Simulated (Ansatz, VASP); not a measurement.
# BN in VASP and in Ansatz

```
B N
1.0
     0.00000    1.84022    1.84022
     1.84022    0.00000    1.84022
     1.84022    1.84022    0.00000
B N
1 1
Cartesian
  0.0000 0.0000 0.0000
  0.9201 0.9201 0.9201
```

Alike in both runs: task single point; functional r2SCAN; k mesh 10 × 10 × 10; no spin polarisation.

```csv
,VASP,Ansatz
version,VASP 6.6.1,Ansatz 0.2.0
potentials or method,"VASP PAW PBE potentials, release 64 (B, N)","plane waves, PAW"
plane-wave cutoff (eV),520,500
occupations,"gaussian, width 0.01 eV",fixed
valence electrons in the cell,8,8
```

```csv
,VASP,Ansatz,Ansatz less VASP
gap on the k mesh at the Fermi level (eV),4.91,4.92,+0.017
pressure (GPa),-19.6,-20.5,-0.90
```

VASP's potentials were made for PBE, not for r2SCAN.
